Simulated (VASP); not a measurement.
# Al2O3 (R-3c) in VASP: further runs

Al2O3 is run at these levels: PBE; tasks: single point.

Program: VASP 6.6.1. These are calculated values, not measurements. Logs are shortened: lines on timing, memory, paths and dates and some standing lists are left out, and cuts for length are marked.

**Experimental background.**

From “Multi-petahertz electron interference in Cr:Al2O3 solid-state material”, 2018, pmc:5906618, for a bulk crystal of Al2O3: band gap 8.7 eV (optical).

How close the calculation comes is told below.

## Step 1: The cell of the first run

It takes space group R-3c (No. 167, trigonal). Conventional cell: a = 4.757 Å, b = 4.757 Å, c = 12.988 Å, α = 90.00°, β = 90.00°, γ = 120.00°. Within 2.5 Å of Al (site symmetry 3) lie 6 O at 1.85 to 1.97 Å. O (site symmetry 2) has 4 Al at 1.85 to 1.97 Å and 12 O at 2.52 to 2.86 Å within 2.9 Å.

## Step 2: Single point, PBE

Contents of INCAR:

```
SYSTEM = Al2O3
ALGO     = Normal         ! electronic algorithm
EDIFF    = 1E-7           ! SCF threshold, eV
ENCUT    = 520            ! plane-wave cutoff, eV
GGA      = PE             ! functional
ISIF     = 2              ! what is computed and relaxed
ISMEAR   = 0              ! smearing method
LASPH    = .TRUE.         ! aspherical terms in the spheres
LCHARG   = .TRUE.         ! write CHGCAR
LELF     = .TRUE.         ! ELF
LREAL    = .FALSE.        ! projectors in reciprocal space
LVHAR    = .TRUE.       
LWAVE    = .FALSE.        ! write WAVECAR
NBANDS   = 35             ! bands
NELM     = 60             ! most SCF steps
PREC     = Accurate       ! precision mode
SIGMA    = 0.1            ! smearing width, eV
```

Contents of KPOINTS:

```
k-points
0
G
  6 6 6
  0 0 0
```

Contents of POSCAR:

```
Al2O3
1.0
    2.3785016400      1.3732285600      4.3292298300
   -2.3785016400      1.3732285600      4.3292298300
    0.0000000000     -2.7464571200      4.3292298300
Al O
4 6
Direct
    0.8521800000      0.8521800000      0.8521800000
    0.6478200000      0.6478200000      0.6478200000
    0.1478200000      0.1478200000      0.1478200000
    0.3521800000      0.3521800000      0.3521800000
    0.0562500000      0.4437500000      0.7500000000
    0.7500000000      0.0562500000      0.4437500000
    0.4437500000      0.7500000000      0.0562500000
    0.9437500000      0.5562500000      0.2500000000
    0.2500000000      0.9437500000      0.5562500000
    0.5562500000      0.2500000000      0.9437500000
```

Potentials or basis: VASP PAW PBE potentials, release 64 (Al, O).

The run is started by

```
$ cat potpaw_PBE.64/Al/POTCAR potpaw_PBE.64/O/POTCAR > POTCAR
$ mpirun -np 1 vasp_std > vasp.out
```

OUTCAR:

```text
SYSTEM = Al2O3
   EDIFF = 1E-7
   ENCUT = 520
   GGA = PE
   ISIF = 2
   ISMEAR = 0
   LASPH = .TRUE.
   LREAL = .FALSE.
   NELM = 60
   PREC = Accurate

 ion  position               nearest neighbor table
   1  0.852  0.852  0.852-   9 1.85   8 1.85  10 1.85   7 1.97   6 1.97   5 1.97   2 2.65   3 2.79
                             3 2.79   3 2.79   2 3.22   2 3.22   2 3.22
   2  0.648  0.648  0.648-  10 1.85   8 1.85   9 1.85   7 1.97   6 1.97   5 1.97   1 2.65   4 2.79
                             4 2.79   4 2.79   1 3.22   1 3.22   1 3.22
   3  0.148  0.148  0.148-   6 1.85   5 1.85   7 1.85   9 1.97  10 1.97   8 1.97   4 2.65   1 2.79
                             1 2.79   1 2.79   4 3.22   4 3.22   4 3.22
   4  0.352  0.352  0.352-   7 1.85   5 1.85   6 1.85   9 1.97  10 1.97   8 1.97   3 2.65   2 2.79
                             2 2.79   2 2.79   3 3.22   3 3.22   3 3.22
   5  0.056  0.444  0.750-   3 1.85   4 1.85   1 1.97   2 1.97
   6  0.750  0.056  0.444-   3 1.85   4 1.85   1 1.97   2 1.97
   7  0.444  0.750  0.056-   4 1.85   3 1.85   1 1.97   2 1.97
   8  0.944  0.556  0.250-   1 1.85   2 1.85   3 1.97   4 1.97
   9  0.250  0.944  0.556-   1 1.85   2 1.85   3 1.97   4 1.97
  10  0.556  0.250  0.944-   2 1.85   1 1.85   3 1.97   4 1.97

  LATTYP: Found a trigonal (rhomboedric) cell.
 ALAT       =     5.1269150227
 COS(alpha) =     0.5695480626

  Lattice vectors:

 A1 = (   2.3785016400,   1.3732285600,   4.3292298300)
 A2 = (  -2.3785016400,   1.3732285600,   4.3292298300)
 A3 = (   0.0000000000,  -2.7464571200,   4.3292298300)

Analysis of symmetry for initial positions (statically):
=====================================================================
 Subroutine PRICEL returns:
 Original cell was already a primitive cell.

 Routine SETGRP: Setting up the symmetry group for a
 trigonal (rhombohedral) supercell.

 Subroutine GETGRP returns: Found 12 space group operations
 (whereof  6 operations were pure point group operations)
 out of a pool of 12 trial point group operations.

The static configuration has the point symmetry S_6 .
 The point group associated with its full space group is D_3d.

Analysis of symmetry for dynamics (positions and initial velocities):
=====================================================================
 Subroutine PRICEL returns:
 Original cell was already a primitive cell.

 Routine SETGRP: Setting up the symmetry group for a
 trigonal (rhombohedral) supercell.

 Subroutine GETGRP returns: Found 12 space group operations
 (whereof  6 operations were pure point group operations)
 out of a pool of 12 trial point group operations.

The dynamic configuration has the point symmetry S_6 .
 The point group associated with its full space group is D_3d.

 Subroutine INISYM returns: Found 12 space group operations
 (whereof  6 operations are pure point group operations),
 and found     1 'primitive' translations

----------------------------------------------------------------------------------------

                                     Primitive cell

  volume of cell :      84.8415

  direct lattice vectors                    reciprocal lattice vectors
     2.378501640  1.373228560  4.329229830     0.210216378  0.121368483  0.076995989
    -2.378501640  1.373228560  4.329229830    -0.210216378  0.121368483  0.076995989
     0.000000000 -2.746457120  4.329229830     0.000000000 -0.242736965  0.076995989

  length of vectors
     5.126915023  5.126915023  5.126915021     0.254655879  0.254655879  0.254655879

  position of ions in fractional coordinates (direct lattice)
     0.852180000  0.852180000  0.852180000
     0.647820000  0.647820000  0.647820000
     0.147820000  0.147820000  0.147820000
     0.352180000  0.352180000  0.352180000
     0.056250000  0.443750000  0.750000000
     0.750000000  0.056250000  0.443750000
     0.443750000  0.750000000  0.056250000
     0.943750000  0.556250000  0.250000000
     0.250000000  0.943750000  0.556250000
     0.556250000  0.250000000  0.943750000

  ion indices of the primitive-cell ions
   primitive index   ion index
                 1           1
                 2           2
                 3           3
                 4           4
                 5           5
                 6           6
                 7           7
                 8           8
                 9           9
                10          10

----------------------------------------------------------------------------------------

 KPOINTS: k-points

Automatic generation of k-mesh.
 Grid dimensions read from file:
 generate k-points for:    6    6    6

 Generating k-lattice:

  Cartesian coordinates                     Fractional coordinates (reciprocal lattice)
     0.035036063  0.020228080  0.012832665     0.166666667  0.000000000  0.000000000
    -0.035036063  0.020228080  0.012832665     0.000000000  0.166666667  0.000000000
     0.000000000 -0.040456161  0.012832665     0.000000000  0.000000000  0.166666667

  Length of vectors
     0.042442646  0.042442646  0.042442646

  Shift w.r.t. Gamma in fractional coordinates (k-lattice)
     0.000000000  0.000000000  0.000000000

 Subroutine IBZKPT returns following result:
 ===========================================

 Found     32 irreducible k-points:

 Following reciprocal coordinates:
            Coordinates               Weight
  0.000000  0.000000  0.000000      1.000000
  0.166667  0.000000  0.000000      6.000000
  0.333333  0.000000  0.000000      6.000000
  0.500000  0.000000  0.000000      3.000000
  0.166667  0.166667  0.000000      6.000000
  0.333333  0.166667  0.000000     12.000000
[... 16 lines left out ...]
  0.500000  0.500000  0.166667      6.000000
 -0.333333  0.500000  0.166667     12.000000
 [... further k-points ...]
   k-points           NKPTS =     32   k-points in BZ     NKDIM =     32   number of bands    NBANDS=     35
   number of dos      NEDOS =    301   number of ions     NIONS =     10
   total plane-waves  NPLWV =  64000
   dimension x,y,z NGX =    40 NGY =   40 NGZ =   40
   dimension x,y,z NGXF=    80 NGYF=   80 NGZF=   80
   ions per type =               4   6
   NGX,Y,Z   is equivalent  to a cutoff of  12.97, 12.97, 12.97 a.u.
   NGXF,Y,Z  is equivalent  to a cutoff of  25.94, 25.94, 25.94 a.u.
 SYSTEM =  Al2O3
   PREC   = accura    normal or accurate (medium, high low for compatibility)
   ISTART =      0    job   : 0-new  1-cont  2-samecut
   ICHARG =      2    charge: 1-file 2-atom 10-const
   ISPIN  =      1    spin polarized calculation?
   LNONCOLLINEAR =      F non collinear calculations
   LSORBIT =      F    spin-orbit coupling
   LASPH  =      T    aspherical Exc in radial PAW
   ENCUT  =  520.0 eV  38.22 Ry    6.18 a.u.   9.53  9.53  9.53*2*pi/ulx,y,z
   NELM   =     60;   NELMIN=  2; NELMDL= -5     # of ELM steps
   EDIFF  = 0.1E-06   stopping-criterion for ELM
   LREAL  =      F    real-space projection
   EDIFFG = 0.1E-05   stopping-criterion for IOM
   NSW    =      0    number of steps for IOM
   IBRION =     -1    ionic relax: 0-MD 1-quasi-New 2-CG
   NFREE  =      0    steps in history (QN), initial steepest desc. (CG)
   ISIF   =      2    stress and relaxation
   ISYM   =      2    0-nonsym 1-usesym 2-fastsym
   POTIM  = 0.5000    time-step for ionic-motion
   TEBEG  =    0.0;   TEEND  =   0.0 temperature during run
   PSTRESS=    0.0 pullay stress
   NELECT =      48.0000    total number of electrons
   NUPDOWN=      -1.0000    fix difference up-down
   EMIN   =  10.00;   EMAX   =-10.00  energy-range for DOS
   EFERMI =   0.00;   METHOD = LEGACY
   ISMEAR =     0;   SIGMA  =   0.10  broadening in eV -4-tet -1-fermi 0-gaus
   EFERMI_NEDOS =   21; number of points for ismear=-14 and -15
   IALGO  =     38    algorithm
   IMIX   =      4    mixing-type and parameters
     AMIX     =   0.40;   BMIX     =  1.00
     AMIX_MAG =   1.60;   BMIX_MAG =  1.00
  volume/ion in A,a.u.               =       8.48        57.25
  Fermi-wavevector in a.u.,A,eV,Ry     =   1.354002  2.558692 24.943838  1.833320
  Thomas-Fermi vector in A             =   2.481210
   LORBIT       =      0    0 simple, 1 ext, 2 COOP (PROOUT), +10 PAW based schemes
   GGA     = PE    functional components
   LHFCALC =     F    Hartree Fock is set to
   AEXX    =    0.0000 exact exchange contribution
   IVDW    =     0    specifies the selected vdW correction
   LEPSILON=     F    determine dielectric tensor
   LRPA    =     F    only Hartree local field effects (RPA)
 non-spin polarized calculation
 Gauss-broadening in eV      SIGMA  =   0.10
  energy-cutoff  :      520.00
  volume of cell :       84.84
 maximum number of plane-waves:      2304
 NGX is ok and might be reduce to    40
   NGX = 19   NGY = 19   NGZ = 19

 number of electron      48.0000013 magnetization

 Free energy of the ion-electron system (eV)
  ---------------------------------------------------
  ext. energy  EPLUGINS =         0.00000000
  ---------------------------------------------------
  free energy    TOTEN  =       -74.74376588 eV

  energy without entropy =      -74.74376588  energy(sigma->0) =      -74.74376588

 E-fermi :   6.6075     XC(G=0): -11.6955

 val. band max:        6.1583300446   @ k =   0.0000   0.0000   0.0000
 cond. band min:      12.4069653864   @ k =   0.0000   0.0000   0.0000
 fundamental gap:      6.2486353418
 Fermi energy:         6.6075239412

 k-point     1 :       0.0000    0.0000    0.0000
  band No.  band energies     occupation
      1     -13.0970      2.00000
      2     -10.7562      2.00000
      3     -10.4731      2.00000
      4     -10.4731      2.00000
      5     -10.1549      2.00000
      6     -10.1549      2.00000
[... 27 lines left out ...]
     34      19.7820      0.00000
     35      20.8240      0.00000
[... 843 lines left out ...]
      5     -10.3434      2.00000
      6     -10.1340      2.00000
[... 27 lines left out ...]
     34      19.5982      0.00000
     35      19.7500      0.00000

 [... further k-points ...]

------------------------ aborting loop because EDIFF is reached ----------------------------------------

  FORCE on cell =-STRESS in cart. coord.  units (eV):
  Direction    XX          YY          ZZ          XY          YZ          ZX
  --------------------------------------------------------------------------------------
  -------------------------------------------------------------------------------------
  Total        4.2573552      4.2573552      3.8260823      0.0000000      0.0000000      0.0000000
  in kB       80.3974531     80.3974529     72.2531380      0.0000000      0.0000000      0.0000000
  external PRESSURE =      77.6826813 kB  Pullay stress =       0.0000000 kB

 VOLUME and BASIS-vectors are now :
 -----------------------------------------------------------------------------
  energy-cutoff  :      520.00
  volume of cell :       84.84
      direct lattice vectors                 reciprocal lattice vectors
     2.378501640  1.373228560  4.329229830     0.210216378  0.121368483  0.076995989
    -2.378501640  1.373228560  4.329229830    -0.210216378  0.121368483  0.076995989
     0.000000000 -2.746457120  4.329229830     0.000000000 -0.242736965  0.076995989

 POSITION                                       TOTAL-FORCE (eV/Angst)
 -----------------------------------------------------------------------------------
      0.00000      0.00000     11.06785        -0.000000     -0.000000     -0.024694
      0.00000      0.00000      8.41369        -0.000000      0.000000      0.024694
      0.00000      0.00000      1.91984        -0.000000     -0.000000      0.024694
      0.00000      0.00000      4.57400        -0.000000      0.000000     -0.024694
     -0.92167     -1.37323      5.41154         0.023887     -0.000000      0.000000
      1.65009     -0.11157      5.41154        -0.011944      0.020687      0.000000
     -0.72842      1.48480      5.41154        -0.011944     -0.020687      0.000000
      0.92167      1.37323      7.57615        -0.023887      0.000000      0.000000
     -1.65009      0.11157      7.57615         0.011944     -0.020687      0.000000
      0.72842     -1.48480      7.57615         0.011944      0.020687      0.000000
 -----------------------------------------------------------------------------------
    total drift:                               -0.000000     -0.000000      0.000000

  FREE ENERGIE OF THE ION-ELECTRON SYSTEM (eV)
  ---------------------------------------------------
  free  energy   TOTEN  =       -74.7437658849 eV

  energy  without entropy=      -74.7437658849  energy(sigma->0) =      -74.74376588
```

It took 63 s on 1 thread of Intel Xeon 6975P-C (Granite Rapids), shared host; peak memory 0.25 GiB.

What came out:

```
Free energy            : -74.7438 eV
Pressure               : 7.8 GPa
Largest force          : 0.025 eV/Å
Band gap on the k mesh : 6.25 eV
```

Forces on the atoms (eV/Å):
```
Al   0.000  0.000 -0.025
Al   0.000  0.000  0.025
Al   0.000  0.000  0.025
Al   0.000  0.000 -0.025
O    0.024  0.000  0.000
O   -0.012  0.021  0.000
O   -0.012 -0.021  0.000
O   -0.024  0.000  0.000
O    0.012 -0.021  0.000
O    0.012  0.021  0.000
```

Stress tensor (GPa, compression positive):
```
8.04 0.00 0.00
0.00 8.04 0.00
0.00 0.00 7.23
```

Levels at points of the mesh, in eV from the valence-band top:
```tsv
k point	band 22	band 23	band 24	band 25	band 26	band 27
(0.00, 0.00, 0.00)	-0.04	-0.04	0.00	6.25	9.16	10.77
(0.50, 0.00, 0.00)	-0.91	-0.27	-0.27	9.49	9.49	9.67
(0.50, 0.50, 0.00)	-0.91	-0.74	-0.25	9.65	9.75	9.96
(0.50, 0.50, 0.50)	-0.37	-0.37	-0.37	8.70	8.70	11.11
```

Caveat: the cell stands under pressure. Expect the measured gap to be larger: semilocal functionals such as PBE lack the derivative discontinuity.

(Continued in part 2 of 2.)
